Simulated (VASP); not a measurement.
Here is a VASP 6.6.1 calculation.

File INCAR:

```
  ALGO = Normal
  EDIFF = 1E-6
  ENCUT = 520
  GGA = PE
  ISIF = 2
  ISMEAR = 0
  LASPH = True
  LCHARG = True
  LELF = True
  LREAL = False
  LVHAR = True
  LWAVE = False
  NBANDS = 20
  NELM = 80
  PREC = Accurate
  SIGMA = 0.02
```

Contents of KPOINTS:

```
k-points
0
Gamma
  12 12 12
```

POSCAR

```
SnO2
1.0
    1.6167660720      0.9334403269      4.9182553763
   -1.6167660720      0.9334403269      4.9182553763
    0.0000000000     -1.8668806537      4.9182553763
Sn O
1 2
Direct
    0.5000000000      0.5000000000      0.5000000000
    0.2348826742      0.2348826742      0.2348826742
    0.7651173258      0.7651173258      0.7651173258
```

Potentials or basis: VASP PAW PBE potentials, release 64 (Sn_d, O).

Command:

```console
$ cat potpaw_PBE.64/Sn_d/POTCAR potpaw_PBE.64/O/POTCAR > POTCAR
$ mpirun -np 1 vasp_std > vasp.out
```

(1) Estimate the band gap on the k mesh.

(2) Estimate the pressure.

(3) Estimate the largest force.

## Answers

(1) 2.00 eV, indirect (least direct gap 2.18 eV).

(2) 0.6 GPa.

(3) 0.056 eV/Å.

Caveat: spin-orbit coupling is left out, which moves the levels of the heavy elements.
